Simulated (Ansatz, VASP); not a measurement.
# One calculation of MnS, two programs

```
Mn S
1.0
     0.00000    2.60450    2.60450
     2.60450    0.00000    2.60450
     2.60450    2.60450    0.00000
Mn S
1 1
Cartesian
  0.0000 0.0000 0.0000
  2.6045 2.6045 2.6045
```

Alike in both runs: task single point; functional PBE; k mesh 9 × 9 × 9; occupations gaussian, width 0.017 eV; collinear spin.

|  | VASP | Ansatz |
| --- | --- | --- |
| version | VASP 6.6.1 | Ansatz 0.2.0 |
| potentials or method | VASP PAW PBE potentials, release 64 (Mn_pv, S), cutoff 520 eV | all-electron LAPW, scalar-relativistic |

|  | VASP | Ansatz | Ansatz less VASP |
| --- | --- | --- | --- |
| gap on the k mesh at the Fermi level (eV) | none | none | - |
| pressure (GPa) | -2.8 | -2.8 | +0.02 |
| net moment per atom (μB) | 2.36 | 2.36 | 0.000 |
| size of the moment on the site where the two differ most (μB) | 4.26 | 4.44 | +0.176 |

Site moments also hang on the region over which each program counts them. A gap of «none» marks a metal or a gap that the smearing closes. Ansatz ran all-electron here, and VASP with PAW potentials.
